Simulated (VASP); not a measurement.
Here is a VASP 6.6.1 calculation.

File INCAR:

```
SYSTEM = AlRu
  ALGO = Fast
  EDIFF = 1E-7
  ENCUT = 520
  GGA = PE
  ISIF = 2
  ISMEAR = 0
  LASPH = .True.
  LCHARG = .False.
  LREAL = .False.
  LWAVE = .False.
  NBANDS = 16
  NELM = 100
  PREC = Accurate
  SIGMA = 0.15
```

Contents of KPOINTS:

```
k-points
0
Gamma
  20 20 20
  0 0 0
```

File POSCAR:

```
AlRu
1.0
    3.0040847246      0.0000000000      0.0000000000
    0.0000000000      3.0040847246      0.0000000000
    0.0000000000      0.0000000000      3.0040847246
Al Ru
1 1
Direct
   -0.0529608984     -0.0529608984      0.0000000000
    0.5000000000      0.5000000000      0.5000000000
```

Potentials or basis: VASP PAW PBE potentials, release 64 (Al, Ru_pv).

Command:

```bash
$ cat potpaw_PBE.64/Al/POTCAR potpaw_PBE.64/Ru_pv/POTCAR > POTCAR
$ mpirun -np 1 vasp_std > vasp.out
```

Predict the pressure.

3.8 GPa.

Estimate the largest force.

1.796 eV/Å.

Estimate the band gap on the k mesh.

zero (an odd number of electrons rules out a gap without spin polarisation).

Forces in eV/Å, atoms in the order of the input:
```
Al   1.270  1.270  0.000
Ru  -1.270 -1.270  0.000
```

Caveat: the cell differs from its parent crystal (atom 1 (Al) moved by (-0.225, +0.000) A along [1 1 0] and z); the cell stands under pressure; forces of over 1 eV/Å act on the atoms, so gaps and moduli don't describe the material at rest.
